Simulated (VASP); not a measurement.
The system is Ba.

```xyz
1
Lattice="-2.5065 2.5065 2.5065 2.5065 -2.5065 2.5065 2.5065 2.5065 -2.5065" Properties=species:S:1:pos:R:3 pbc="T T T"
Ba    0.0000    0.0000    0.0000
```

```yaml
Program: VASP 6.6.1
Task: relaxation of volume and atoms at fixed shape
Functional: PBEsol
Potentials_or_basis: VASP PAW PBE potentials, release 64 (Ba_sv)
Cutoff: 600 eV
k_mesh: 7 × 7 × 7
Occupations: fermi-dirac, width 0.05 eV
Spin: no spin polarisation
```

At the start: pressure -0.5 GPa; volume 62.99 Å³/atom.

Where does the relaxation end?

Over 3 steps the energy falls by 7.0 meV/atom and the volume is 59.05 Å³/atom (-6.3 %); space group Im-3m (No. 229, to 0.05 Å).

The path:
```
step  energy change (eV)  largest force (eV/Å)  pressure (GPa)  volume (Å³)
   1              0.0000                0.0000           -0.55        62.99
   2             -0.0051                0.0000           -0.30        61.05
   3             -0.0070                0.0000            0.00        59.05
```

Final structure:
```
CELL_PARAMETERS angstrom
-2.45311 2.45311 2.45311
2.45311 -2.45311 2.45311
2.45311 2.45311 -2.45311
ATOMIC_POSITIONS crystal
Ba 0.00000 0.00000 0.00000
```

Caveat: the PAW data sets were made with another functional, which shifts forces and pressure a little.
